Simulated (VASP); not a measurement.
W: single point with r2SCAN

The system is W.

```xyz
1
Lattice="0.0000 2.0604 1.9995 2.0604 0.0000 1.9995 2.0604 2.0604 0.0000" Properties=species:S:1:pos:R:3 pbc="T T T"
W     0.0000    0.0000    0.0000
```

This cell differs from its parent crystal: strain +0.015 along x and y, -0.015 along z.

| Quantity | Value |
| --- | --- |
| Program | VASP 6.6.1 |
| Task | single point |
| Functional | r2SCAN |
| Potentials or basis | VASP PAW PBE potentials, release 64 (W_sv) |
| Cutoff | 520 eV |
| k mesh | 20 × 20 × 20 |
| Occupations | gaussian, width 0.15 eV |
| Spin | no spin polarisation |

```json
{
  "Pressure": "-11.7 GPa",
  "Band gap on the k mesh": "zero (bands 7 and 8 overlap by 3.69 eV)"
}
```

Stress tensor (GPa, compression positive):
```
 -7.49   0.00   0.00
  0.00  -7.49   0.00
  0.00   0.00 -20.18
```

Levels at points of the mesh, in eV from the Fermi level:
| k point | band 3 | band 4 | band 5 | band 6 | band 7 | band 8 | band 9 | band 10 | band 11 | band 12 |
| --- | --- | --- | --- | --- | --- | --- | --- | --- | --- | --- |
| (0.00, 0.00, 0.00) | -38.72 | -38.69 | -9.34 | -0.73 | -0.73 | -0.28 | 2.33 | 2.95 | 13.30 | 18.43 |
| (0.50, 0.00, 0.00) | -38.89 | -38.82 | -5.75 | -0.98 | -0.47 | 0.32 | 4.87 | 5.10 | 10.27 | 12.90 |
| (0.50, 0.50, 0.00) | -39.15 | -39.15 | -5.47 | -4.63 | 3.20 | 4.98 | 5.63 | 5.63 | 11.63 | 11.63 |
| (0.50, 0.00, 0.50) | -39.10 | -39.06 | -5.54 | -4.59 | 2.58 | 5.04 | 5.43 | 5.82 | 11.93 | 12.37 |

Run time: 4.8 min on 1 thread of Intel(R) Xeon(R) Platinum 8375C CPU @ 2.90GHz (Ice Lake) (shared host), peak memory 0.26 GiB.

Caveat: the cell differs from its parent crystal (strain +0.015 along x and y, -0.015 along z); the stress differs along the axes, from -20 to -7 GPa; the PAW data sets were made with another functional, which shifts forces and pressure a little; spin-orbit coupling is left out, which moves the levels of the heavy elements.
